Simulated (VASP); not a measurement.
# Ge32H19N in VASP: notebook, part 2 of 2

VASP 6.6.1. Earlier steps stand in the parts before.

## Step 4: Single point, revPBE+D3(BJ)

The input, INCAR:

```
PREC = Accurate
ENCUT = 520
EDIFF = 1E-6
ISMEAR = 0
SIGMA = 0.03
LREAL = Auto
LASPH = True
NELM = 60
ALGO = Normal
ISIF = 2
LWAVE = False
LCHARG = False
GGA = RE
IVDW = 12
NBANDS = 268
```

The input, KPOINTS:

```
regular mesh
0
Gamma
  1 1 1
```

The input, POSCAR:

```
Ge32H19N
1.0
    8.0016200000      8.0016200000      0.0000000000
   -8.0016200000      8.0016200000      0.0000000000
    0.0000000000      0.0000000000     20.9129000000
Ge H N
32 19 1
Direct
   -0.3129650000      0.3132848000      0.3426049500
   -0.1878861500     -0.3178325000      0.3428340500
    0.0531949600     -0.0523347800      0.3615409300
    0.3185085200      0.1883721900      0.3427064100
   -0.0310140500     -0.4674388000      0.3827256300
    0.2121226500     -0.2122890500      0.3583378000
    0.4677450100      0.0313006600      0.3825829100
    0.5338138800     -0.5331845700      0.3829867500
   -0.1207933600      0.3859544000      0.3038977200
   -0.1189427500     -0.1268559200      0.3010686200
    0.1277068700      0.1192697700      0.3007580400
    0.3867357900      0.3811359900      0.3033083500
    0.1134717000     -0.3773298600      0.3028527200
    0.3775484700     -0.1136923100      0.3029401500
    0.6141532200      0.1212330600      0.3037388300
    0.6195813300     -0.3864634200      0.3031495800
   -0.0010438000      0.2510284300      0.2350227200
    0.0015817600     -0.2524346800      0.2284923300
    0.2527863800     -0.0019487600      0.2284148000
    0.5001530000      0.2492693100      0.2289066100
    0.2487460100     -0.4991911700      0.2357398000
    0.4993678600     -0.2488200200      0.2357431500
    0.7489782000      0.0011651300      0.2350345800
    0.7508883400     -0.5003695300      0.2289406300
   -0.1250000000      0.1250000000      0.1644630000
   -0.1250000000     -0.3750000000      0.1644630000
    0.1250000000     -0.1250000000      0.1644630000
    0.3750000000      0.1250000000      0.1644630000
    0.1250000000     -0.6250000000      0.1644630000
    0.3750000000     -0.3750000000      0.1644630000
    0.6250000000     -0.1250000000      0.1644630000
    0.6250000000     -0.6250000000      0.1644630000
   -0.0489780000      0.0489780000      0.1195430000
   -0.2010220000      0.2010220000      0.1195430000
   -0.0489780000     -0.4510220000      0.1195430000
   -0.2010220000     -0.2989780000      0.1195430000
    0.2010220000     -0.2010220000      0.1195430000
    0.0489780000     -0.0489780000      0.1195430000
    0.4510220000      0.0489780000      0.1195430000
    0.2989780000      0.2010220000      0.1195430000
    0.2010220000     -0.7010220000      0.1195430000
    0.0489780000     -0.5489780000      0.1195430000
    0.4510220000     -0.4510220000      0.1195430000
    0.2989780000     -0.2989780000      0.1195430000
    0.7010220000     -0.2010220000      0.1195430000
    0.5489780000     -0.0489780000      0.1195430000
    0.7010220000     -0.7010220000      0.1195430000
    0.5489780000     -0.5489780000      0.1195430000
    0.0152315500     -0.0142406600      0.4300398900
    0.3292785700     -0.2244322600      0.4575317000
    0.2359531800     -0.3376345000      0.4538110700
    0.2471580800     -0.2504228100      0.4432330200
```

On the command line:

```console
cat potpaw_PBE.64/Ge_d/POTCAR potpaw_PBE.64/H/POTCAR potpaw_PBE.64/N/POTCAR > POTCAR
mpirun -np 1 vasp_gam > vasp.out
```

It took 31 min on 1 thread of Oxide Virtual Turin-like, shared host; peak memory 1.9 GiB.

Results (log left out):

| Property | Result |
| --- | --- |
| Free energy | -211.4815 eV |
| Largest force | 0.615 eV/Å |
| Dispersion energy per atom | -0.268 eV |

Forces on the atoms (eV/Å):
```
Ge   0.103  0.000  0.053
Ge  -0.093  0.008  0.060
Ge  -0.010 -0.001  0.041
Ge  -0.096 -0.012  0.068
Ge   0.086  0.008  0.093
Ge  -0.008  0.004 -0.064
Ge   0.084 -0.009  0.089
Ge  -0.075  0.000  0.075
Ge   0.041 -0.001 -0.042
Ge  -0.035  0.017 -0.016
Ge  -0.036 -0.021 -0.018
Ge  -0.043 -0.003 -0.036
Ge   0.031  0.025 -0.029
Ge   0.024 -0.022 -0.030
Ge   0.040 -0.001 -0.039
Ge  -0.046  0.007 -0.030
Ge  -0.002 -0.001  0.005
Ge   0.022  0.024 -0.036
Ge   0.017 -0.020 -0.035
Ge   0.001  0.009 -0.058
Ge  -0.004 -0.003  0.006
Ge  -0.005  0.004  0.005
Ge  -0.001 -0.001  0.004
Ge   0.005 -0.010 -0.063
Ge  -0.118  0.004  0.484
Ge   0.043  0.041 -0.600
Ge  -0.053 -0.002 -0.491
Ge   0.042 -0.055 -0.611
Ge   0.132  0.056  0.494
Ge  -0.144  0.005  0.578
Ge   0.135 -0.056  0.496
Ge  -0.129  0.001 -0.505
H    0.007  0.000  0.034
H    0.101  0.001  0.033
H   -0.101 -0.037 -0.030
H    0.117 -0.023 -0.007
H   -0.116 -0.006 -0.011
H    0.071  0.001 -0.039
H   -0.101  0.046 -0.032
H    0.116  0.022 -0.008
H   -0.088 -0.006  0.025
H    0.029  0.004  0.035
H    0.004 -0.001  0.017
H    0.104  0.001  0.025
H   -0.088  0.010  0.022
H    0.029  0.000  0.034
H   -0.088 -0.003  0.013
H    0.074  0.001 -0.023
H    0.003 -0.002 -0.003
H    0.008 -0.004 -0.013
H    0.005  0.003 -0.011
N    0.005 -0.003  0.092
```

Levels at points of the mesh, in eV from the Fermi level:
| k point | band 233 | band 234 | band 235 | band 236 | band 237 | band 238 | band 239 | band 240 |
| --- | --- | --- | --- | --- | --- | --- | --- | --- |
| (0.00, 0.00, 0.00) | -0.56 | -0.42 | -0.29 | -0.17 | 0.43 | 0.79 | 1.16 | 1.19 |

Caveat: the k points lie up to 0.56 Å⁻¹ apart; the PAW data sets were made with another functional, which shifts forces and pressure a little.

## Step 5: Single point, PBE+D3(BJ)

The input, INCAR:

```
SYSTEM = Ge32H19N
PREC     = Accurate       ! precision mode
ENCUT    = 520            ! plane-wave cutoff, eV
EDIFF    = 1E-6           ! SCF threshold, eV
ISMEAR   = 0              ! smearing method
SIGMA    = 0.03           ! smearing width, eV
LREAL    = Auto         
LASPH    = .TRUE.         ! aspherical terms in the spheres
NELM     = 60             ! most SCF steps
ALGO     = Normal         ! electronic algorithm
ISIF     = 2              ! what is computed and relaxed
LWAVE    = .FALSE.        ! write WAVECAR
LCHARG   = .TRUE.         ! write CHGCAR
GGA      = PE             ! functional
IVDW     = 12             ! dispersion correction
LELF     = .TRUE.         ! ELF
LVHAR    = .TRUE.       
NBANDS   = 268            ! bands
```

The input, KPOINTS:

```
regular mesh
0
G
  1 1 1
  0 0 0
```

POSCAR is that of step 4.

Potentials or basis: VASP PAW PBE potentials, release 64 (Ge_d, H, N).

On the command line:

```console
cat potpaw_PBE.64/Ge_d/POTCAR potpaw_PBE.64/H/POTCAR potpaw_PBE.64/N/POTCAR > POTCAR
mpirun -np 1 vasp_gam > vasp.out
```

OUTCAR:

```text
SYSTEM = Ge32H19N
   PREC = Accurate
   ENCUT = 520
   EDIFF = 1E-6
   ISMEAR = 0
   LREAL = Auto
   LASPH = .TRUE.
   NELM = 60
   ISIF = 2
   GGA = PE
   IVDW = 12
 IVDW          = 12

 ion  position               nearest neighbor table
   1  0.687  0.313  0.343-   9 2.46  15 2.46   8 2.60
   2  0.812  0.682  0.343-  16 2.46  10 2.46   5 2.59
   3  0.053  0.948  0.362-  49 1.56  11 2.47  10 2.47   6 2.55
   4  0.319  0.188  0.343-  12 2.46  11 2.46   7 2.59
   5  0.969  0.533  0.383-   9 2.55  13 2.55   2 2.59
   6  0.212  0.788  0.358-  52 1.87  13 2.47  14 2.47   3 2.55
   7  0.468  0.031  0.383-  15 2.55  14 2.55   4 2.59
   8  0.534  0.467  0.383-  16 2.55  12 2.55   1 2.60
   9  0.879  0.386  0.304-   1 2.46  24 2.49  17 2.50   5 2.55
  10  0.881  0.873  0.301-   2 2.46   3 2.47  18 2.49  23 2.50
  11  0.128  0.119  0.301-   4 2.46   3 2.47  19 2.48  17 2.50
  12  0.387  0.381  0.303-   4 2.46  21 2.50  20 2.51   8 2.55
  13  0.113  0.623  0.303-  18 2.45   6 2.47  21 2.49   5 2.55
  14  0.378  0.886  0.303-  19 2.45   6 2.47  22 2.49   7 2.55
[... 35 lines left out ...]
  50  0.329  0.776  0.458-  52 1.02
  51  0.236  0.662  0.454-  52 1.02
  52  0.247  0.750  0.443-  51 1.02  50 1.02   6 1.87

  LATTYP: Found a simple tetragonal cell.
 ALAT       =    11.3159995250
 C/A-ratio  =     1.8480824388

  Lattice vectors:

 A1 = (   8.0016200000,   8.0016200000,   0.0000000000)
 A2 = (  -8.0016200000,   8.0016200000,   0.0000000000)
 A3 = (   0.0000000000,   0.0000000000,  20.9129000000)

Analysis of symmetry for initial positions (statically):
=====================================================================
 Subroutine PRICEL returns:
 Original cell was already a primitive cell.

 Routine SETGRP: Setting up the symmetry group for a
 simple tetragonal supercell.

 Subroutine GETGRP returns: Found  1 space group operations
 (whereof  1 operations were pure point group operations)
 out of a pool of 16 trial point group operations.

The static configuration has the point symmetry C_1 .

Analysis of symmetry for dynamics (positions and initial velocities):
[... 212 lines left out ...]
   GGA     = PE    functional components
   LHFCALC =     F    Hartree Fock is set to
   AEXX    =    0.0000 exact exchange contribution
   IVDW    =    12    specifies the selected vdW correction
   LEPSILON=     F    determine dielectric tensor
   LRPA    =     F    only Hartree local field effects (RPA)
 non-spin polarized calculation
 Gauss-broadening in eV      SIGMA  =   0.03
  energy-cutoff  :      520.00
  volume of cell :     2677.94
 maximum number of plane-waves:     35941
   NGX = 43   NGY = 43   NGZ = 77

 number of electron     471.9999755 magnetization

 Free energy of the ion-electron system (eV)
  ---------------------------------------------------
  ext. energy  EPLUGINS =         0.00000000
  ---------------------------------------------------
  free energy    TOTEN  =      -205.27366370 eV

  energy without entropy =     -205.27366370  energy(sigma->0) =     -205.27366370

 E-fermi :  -2.0611     XC(G=0):  -3.6834

 val. band max:       -2.2295943348   @ k =   0.0000   0.0000   0.0000
 cond. band min:      -1.6701289142   @ k =   0.0000   0.0000   0.0000
 fundamental gap:      0.5594654206
 Fermi energy:        -2.0610708296

 k-point     1 :       0.0000    0.0000    0.0000
  band No.  band energies     occupation
      1     -26.7278      2.00000
      2     -26.7275      2.00000
      3     -26.7237      2.00000
      4     -26.6665      2.00000
      5     -26.6627      2.00000
      6     -26.6592      2.00000
[... 240 lines left out ...]
    247       0.3876      0.00000
    248       0.4133      0.00000
 [bands above 248 left out]

------------------------ aborting loop because EDIFF is reached ----------------------------------------

 Edisp (eV)   -7.05004

 E8    (eV) :    -3.1275

  FORCE on cell =-STRESS in cart. coord.  units (eV):
  Direction    XX          YY          ZZ          XY          YZ          ZX
  --------------------------------------------------------------------------------------
  -------------------------------------------------------------------------------------
  Total      12.54479     6.72768    -0.65840    -0.01986    -0.03723     0.02447
  in kB       7.50540     4.02509    -0.39391    -0.01188    -0.02227     0.01464
  external pressure =        3.71 kB  Pullay stress =        0.00 kB

 VOLUME and BASIS-vectors are now :
 -----------------------------------------------------------------------------
  energy-cutoff  :      520.00
  volume of cell :     2677.94
      direct lattice vectors                 reciprocal lattice vectors
     8.001620000  8.001620000  0.000000000     0.062487346  0.062487346  0.000000000
    -8.001620000  8.001620000  0.000000000    -0.062487346  0.062487346  0.000000000
     0.000000000  0.000000000 20.912900000     0.000000000  0.000000000  0.047817376

 POSITION                                       TOTAL-FORCE (eV/Angst)
 -----------------------------------------------------------------------------------
      2.99061      8.00418      7.16486         0.006582      0.000706      0.001195
      1.03978     11.95667      7.16965         0.004975      0.002370     -0.006396
     -7.15721      8.00850      7.56087        -0.008248     -0.000705      0.027955
      1.04130      4.05587      7.16698         0.003184     -0.005180      0.000313
      3.49211     12.01481      8.00390         0.007222      0.000038      0.010114
     -4.60564      8.00029      7.49388        -0.005613      0.002325      0.024820
[... 44 lines left out ...]
     -3.41199      7.18800      9.49051        -0.007725     -0.005597      0.001111
     -4.02017      7.97550      9.26929         0.006291      0.002680     -0.027147
 -----------------------------------------------------------------------------------
    total drift:                               -0.008328     -0.000792      0.001989

  FREE ENERGIE OF THE ION-ELECTRON SYSTEM (eV)
  ---------------------------------------------------
  free  energy   TOTEN  =      -212.3237072864 eV

  energy  without entropy=     -212.3237072864  energy(sigma->0) =     -212.32370729
```

OSZICAR:

```text
N       E                     dE             d eps       ncg     rms          rms(c)
DAV:   1     0.684480632278E+04    0.68448E+04   -0.24330E+05   672   0.317E+03
DAV:   2     0.131826319090E+04   -0.55265E+04   -0.54238E+04   664   0.839E+02
DAV:   3    -0.484043293368E+02   -0.13667E+04   -0.13284E+04   756   0.259E+02
[... 23 lines left out ...]
DAV:  27    -0.205273651759E+03   -0.31273E-04   -0.16835E-06   392   0.474E-03    0.408E-04
DAV:  28    -0.205273657513E+03   -0.57537E-05   -0.26087E-07   352   0.401E-03    0.431E-04
DAV:  29    -0.205273661241E+03   -0.37279E-05   -0.16438E-07   336   0.298E-03    0.274E-04
DAV:  30    -0.205273663293E+03   -0.20515E-05   -0.99362E-08   336   0.179E-03    0.223E-04
DAV:  31    -0.205273663695E+03   -0.40288E-06   -0.21314E-08   336   0.156E-03
   1 F= -.21232371E+03 E0= -.21232371E+03  d E =-.334241E-15
```

stdout:

```text
POSCAR found type information on POSCAR GeH N
 POSCAR found :  3 types and      52 ions
 scaLAPACK will be used
 LDA part: xc-table for (Slater+PW92), standard interpolation
 POSCAR, INCAR and KPOINTS ok, starting setup
 FFT: planning ... GRIDC
 FFT: planning ... GRID_SOFT
 FFT: planning ... GRID
 WAVECAR not read
 entering main loop
```

Run time: 30 min. Hardware: 1 thread of Oxide Virtual Turin-like, shared host; peak memory 1.9 GiB.

What came out:

* Free energy: -212.3237 eV
* Largest force: 0.622 eV/Å
* Dispersion energy per atom: -0.136 eV

Forces in eV/Å, atoms in the order of the input:
```
Ge   0.007  0.001  0.001
Ge   0.005  0.002 -0.006
Ge  -0.008 -0.001  0.028
Ge   0.003 -0.005  0.000
Ge   0.007  0.000  0.010
Ge  -0.006  0.002  0.025
Ge   0.005 -0.001  0.005
Ge  -0.002  0.000 -0.010
Ge   0.002 -0.003 -0.006
Ge   0.001  0.000 -0.001
Ge   0.001 -0.003 -0.002
Ge  -0.001 -0.009  0.002
Ge   0.005  0.005  0.001
Ge  -0.002 -0.002 -0.001
Ge   0.000  0.001 -0.003
Ge  -0.004  0.012  0.008
Ge  -0.001 -0.001 -0.001
Ge   0.007  0.004 -0.009
Ge   0.001  0.000 -0.009
Ge   0.001  0.002 -0.004
Ge  -0.004  0.001 -0.003
Ge  -0.005  0.001 -0.004
Ge   0.000 -0.001 -0.003
Ge   0.005 -0.005 -0.009
Ge  -0.119  0.004  0.512
Ge   0.044  0.042 -0.577
Ge  -0.053 -0.002 -0.474
Ge   0.043 -0.057 -0.588
Ge   0.131  0.054  0.523
Ge  -0.145  0.005  0.605
Ge   0.134 -0.053  0.525
Ge  -0.128  0.001 -0.485
H    0.031  0.000  0.026
H    0.080  0.001  0.027
H   -0.080 -0.037 -0.035
H    0.096 -0.022 -0.011
H   -0.095 -0.006 -0.014
H    0.049  0.001 -0.044
H   -0.080  0.046 -0.037
H    0.095  0.021 -0.012
H   -0.066 -0.005  0.018
H    0.006  0.005  0.027
H    0.027 -0.001  0.010
H    0.083  0.001  0.020
H   -0.066  0.009  0.015
H    0.006  0.000  0.027
H   -0.066 -0.003  0.009
H    0.052  0.001 -0.028
H    0.013 -0.002 -0.023
H   -0.006  0.000  0.000
H   -0.008 -0.006  0.001
N    0.006  0.003 -0.027
```

Caveat: the k points lie up to 0.56 Å⁻¹ apart.

## Step 6: The runs side by side

| level | cell | largest force (eV/Å) |
| --- | --- | --- |
| PBE+D3(BJ) | as given, atomic positions A | 0.62 |
| revPBE+D3(BJ) | as given, atomic positions A | 0.64 |
| revPBE+D3(BJ) | as given, atomic positions B | 0.62 |
| PBE+D3(BJ) | as given, atomic positions B | 0.62 |

Alike in all rows: task single point; potentials or basis VASP PAW PBE potentials, release 64 (Ge_d, H, N); no spin polarisation; k mesh 1 × 1 × 1; cutoff (eV) 520; smearing gaussian 0.03 eV.

Caveats: all runs use coarse meshes; the PAW data sets were made with another functional, which shifts forces and pressure a little (at least some runs).

Total energies depend on the potentials used, so only differences within one code and one set of settings carry meaning.
